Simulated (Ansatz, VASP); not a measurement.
Ca3Ru in VASP and in Ansatz

```
CELL_PARAMETERS angstrom
4.74058 0.00000 0.00000
0.00000 4.74058 0.00000
0.00000 0.00000 4.74058
ATOMIC_POSITIONS crystal
Ca 0.00000 0.50000 0.50000
Ca 0.50000 0.00000 0.50000
Ca 0.50000 0.50000 0.00000
Ru 0.00000 0.00000 0.00000
```

Alike in both runs: functional PBE; k mesh 10 × 10 × 10; occupations gaussian, width 0.1 eV; no spin polarisation.

Ansatz relaxed the structure, and its values are those at the end. VASP's run is a single point on that final structure, the one shown.

|  | VASP | Ansatz |
| --- | --- | --- |
| version | VASP 6.6.1 | Ansatz 0.2.0 |
| potentials or method | VASP PAW PBE potentials, release 64 (Ca_sv, Ru_pv), cutoff 520 eV | scalar-relativistic, plane waves, PAW |
| valence electrons in the cell | 44 | 46 |

Ansatz gave:

* gap on the k mesh at the Fermi level (eV): none
* pressure (GPa): 0.0

Q: What did VASP give for the same quantities?

A: gap on the k mesh at the Fermi level (eV): none; pressure (GPa): 0.1.

A gap of «none» marks a metal or a gap that the smearing closes. With one functional, cell and mesh, what is left measures potentials, basis and numerics. VASP's potentials hold 44 valence electrons a cell and Ansatz's 46, so a difference there can come from the potentials and not from the codes.
